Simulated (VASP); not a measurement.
The system is MnO2.

```
Mn O
1.0
     2.85658    0.00000    0.00000
    -1.42829    2.47387    0.00000
     0.00000    0.00000    4.60137
Mn O
1 2
Direct
  0.00000 0.00000 0.50000
  0.33333 0.66667 0.70629
  0.66667 0.33333 0.29371
```

Base run:

| Quantity | Value |
| --- | --- |
| Program | VASP 6.6.1 |
| Functional | PBEsol |
| Potentials or basis | VASP PAW PBE potentials, release 64 (Mn_pv, O) |
| Cutoff | 520 eV |
| k mesh | 11 × 11 × 6 |
| Occupations | fermi-dirac, width 0.05 eV |
| Spin | no spin polarisation |

Its results: band gap on the k mesh zero (an odd number of electrons rules out a gap without spin polarisation); pressure -11.2 GPa; largest force 0.460 eV/Å.

Problem. The run is repeated on the same cell with these changes: spin from no spin polarisation to collinear spin, ferromagnetic start; further incar settings from ALGO = Normal; EDIFF = 1e-07; NBANDS = 20 to ALGO = Normal; EDIFF = 1e-06; NBANDS = 24. What comes out?

Solution. Band gap on the k mesh 0.70 eV (least direct gap 0.75 eV); pressure -1.2 GPa; net moment 3.00 μB per cell; site moments Mn +2.84; O +0.04 μB; largest force 0.081 eV/Å.

Caveats: the PAW data sets were made with another functional, which shifts forces and pressure a little; the stress differs along the axes, from -15 to -4 GPa (at least some runs); an odd number of electrons without spin polarisation forces a metal (at least some runs); a magnetic or distorted state may lie lower (at least some runs); semilocal functionals often make such compounds metallic where correlation or magnetic order opens a gap, which also shifts bond lengths (at least some runs); semilocal functionals underestimate gaps, and a narrow one can read as zero (at least some runs); a cell with one magnetic atom can't hold antiferromagnetic order, which such compounds often take (at least some runs).

A k mesh can miss the band edges.
